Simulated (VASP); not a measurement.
Set up this calculation in VASP 6.6.1, as the native input.

```
Task                   : single point
Functional             : PBE
Potentials or basis    : VASP PAW PBE potentials, release 64 (Cs_sv, I, Sn_d)
Cutoff                 : 520 eV
k mesh                 : 5 × 5 × 5
Occupations            : fermi-dirac, width 0.05 eV
Spin                   : no spin polarisation
Dipole correction      : no
Further INCAR settings : ALGO = Normal; EDIFF = 1e-07; NBANDS = 30
```

The structure of CsSnI3 lies in POSCAR:

```
CsSnI3
1.0
    6.2057000000      0.0000000000      0.0000000000
    0.0000000000      6.2057000000      0.0000000000
    0.0000000000      0.0000000000      6.2057000000
Cs I Sn
1 3 1
Direct
    0.0000000000      0.0000000000      0.0000000000
    0.5000000000      0.5000000000      0.0000000000
    0.5000000000      0.0000000000      0.5000000000
    0.0000000000      0.5000000000      0.5000000000
    0.5000000000      0.5000000000      0.5000000000
```

One way to write it, as run:

INCAR

```
ALGO     = Normal         # electronic algorithm
EDIFF    = 1E-7           # SCF threshold, eV
ENCUT    = 520            # plane-wave cutoff, eV
GGA      = PE             # functional
ISIF     = 2              # what is computed and relaxed
ISMEAR   = -1             # smearing method
LASPH    = T              # aspherical terms in the spheres
LCHARG   = F              # write CHGCAR
LREAL    = F              # projectors in reciprocal space
LWAVE    = F              # write WAVECAR
NBANDS   = 30             # bands
NELM     = 80             # most SCF steps
PREC     = Accurate       # precision mode
SIGMA    = 0.05           # smearing width, eV
```

KPOINTS

```
k-points
0
Gamma
  5 5 5
```

Potentials or basis: VASP PAW PBE potentials, release 64 (Cs_sv, I, Sn_d).

The run is started by

```bash
$ cat potpaw_PBE.64/Cs_sv/POTCAR potpaw_PBE.64/I/POTCAR potpaw_PBE.64/Sn_d/POTCAR > POTCAR
$ mpirun -np 1 vasp_std > vasp.out
```

Results of the run:

The pressure is 0.5 GPa. The band gap on the k mesh is 1.75 eV, direct.

Caveat: spin-orbit coupling is left out, which moves the levels of the heavy elements.

It took 82 s on 1 thread of Intel(R) Xeon(R) Platinum 8259CL CPU @ 2.50GHz (Skylake/Cascade Lake), on a shared host, peak memory 0.35 GiB.
